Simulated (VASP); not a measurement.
Input of a VASP 6.6.1 run:

The input INCAR:

```
SYSTEM = Sb
PREC = Accurate ; ENCUT = 500
EDIFF = 1E-6 ; ISMEAR = 1
SIGMA = 0.05 ; LREAL = .False.
LASPH = .True. ; NELM = 120
ALGO = Normal ; ISIF = 2
LWAVE = .False. ; LCHARG = .False.
GGA = PE ; NBANDS = 12
GGA_COMPAT = .False.
```

File KPOINTS:

```
regular mesh
0
Gamma
  6 6 6
  0 0 0
```

The input POSCAR:

```
Sb
1.0
    2.1542000000      1.2437279500      3.7580000000
   -2.1542000000      1.2437279500      3.7580000000
    0.0000000000     -2.4874559000      3.7580000000
Sb
2
Direct
    0.2334900000      0.2334900000      0.2334900000
    0.7665100000      0.7665100000      0.7665100000
```

Potentials or basis: VASP PAW PBE potentials, release 64 (Sb).

Command:

```bash
$ cat potpaw_PBE.64/Sb/POTCAR > POTCAR
$ mpirun -np 1 vasp_std > vasp.out
```

Task: Predict the pressure.

Result: 2.9 GPa.

Task: What does it give for the largest force?

Result: 0.104 eV/Å.

Forces in eV/Å, atoms in the order of the input:
```
Sb   0.000  0.000  0.104
Sb   0.000  0.000 -0.104
```
